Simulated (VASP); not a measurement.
Set up this calculation in VASP 6.6.1, as the native input.

```
Task                   : relaxation of cell and atoms
Functional             : BLYP
Potentials or basis    : VASP PAW PBE potentials, release 64 (Hf_pv, B)
Cutoff                 : 600 eV
k mesh                 : 10 × 10 × 8
Occupations            : fermi-dirac, width 0.05 eV
Spin                   : no spin polarisation
Dipole correction      : no
Further INCAR settings : ALGO = Normal; EDIFF = 1e-06; IBRION = 2; EDIFFG = -0.01; NSW = 60; ISIF = 3
```

The structure of HfB2 lies in POSCAR:

```
HfB2
1.0
    3.1400000000      0.0000000000      0.0000000000
   -1.5700000000      2.7193197679      0.0000000000
    0.0000000000      0.0000000000      3.4800000000
Hf B
1 2
Direct
    0.0000000000      0.0000000000      0.0000000000
    0.6666666667      0.3333333333      0.5000000000
    0.3333333333      0.6666666667      0.5000000000
```

The input as run:

INCAR

```
PREC = Accurate
ENCUT = 600
EDIFF = 1E-6
ISMEAR = -1
SIGMA = 0.05
LREAL = F
LASPH = T
NELM = 80
ALGO = Normal
ISIF = 3
LWAVE = F
LCHARG = F
GGA = B5
ALDAX = 1.0
AGGAX = 1.0
AGGAC = 1.0
ALDAC = 0.0
IBRION = 2
NSW = 60
EDIFFG = -0.01
```

KPOINTS

```
Automatic mesh
0
Gamma
  10 10 8
```

Potentials or basis: VASP PAW PBE potentials, release 64 (Hf_pv, B).

Run with:

```sh
$ cat potpaw_PBE.64/Hf_pv/POTCAR potpaw_PBE.64/B/POTCAR > POTCAR
$ mpirun -np 1 vasp_std > vasp.out
```

Results of the run:

The relaxed volume is 10.24 Å³/atom. The relaxed cell is a = 3.157 Å, b = 3.157 Å, c = 3.560 Å, α = 90.00°, β = 90.00°, γ = 120.00°. The space group after relaxing (to 0.05 Å) is P6/mmm (No. 191). The energy gained by relaxing is 10.0 meV/atom, the ionic steps are 4 and the pressure after relaxing is 0.0 GPa. The band gap on the k mesh is zero (band 8 reaches 8.65 eV, above the bottom of band 9 at 7.67 eV).

Caveat: the PAW data sets were made with another functional, which shifts forces and pressure a little; spin-orbit coupling is left out, which moves the levels of the heavy elements.

Run time: 73 s on 1 thread of Intel(R) Xeon(R) 6975P-C (Granite Rapids), on a shared host, peak memory 0.19 GiB.
